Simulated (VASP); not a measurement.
Al: single point with PBE

Crystal: Al.

```
CELL_PARAMETERS angstrom
0.00000 2.05537 2.05537
2.05537 0.00000 2.05537
2.05537 2.05537 0.00000
ATOMIC_POSITIONS crystal
Al 0.00000 0.00000 0.00000
```

```json
{"Program": "VASP 6.6.1", "Task": "single point", "Functional": "PBE", "Potentials or basis": "VASP PAW PBE potentials, release 64 (Al)", "Cutoff": "500 eV", "k mesh": "8 × 8 × 8", "Occupations": "gaussian, width 0.1 eV", "Spin": "no spin polarisation"}
```

```
Pressure : -3.7 GPa
```

Levels at points of the mesh, in eV from the Fermi level:
| k point | band 1 | band 2 | band 3 | band 4 | band 5 |
| --- | --- | --- | --- | --- | --- |
| (0.00, 0.00, 0.00) | -10.85 | 12.28 | 12.28 | 12.28 | 13.39 |
| (0.50, 0.00, 0.00) | -4.45 | -4.37 | 10.81 | 10.81 | 11.17 |
| (0.50, 0.50, 0.00) | -2.86 | -1.66 | 5.18 | 5.30 | 5.30 |

It took 5.4 s on 1 thread of Intel Xeon 8259CL, with other jobs on the host, peak memory 0.13 GiB.
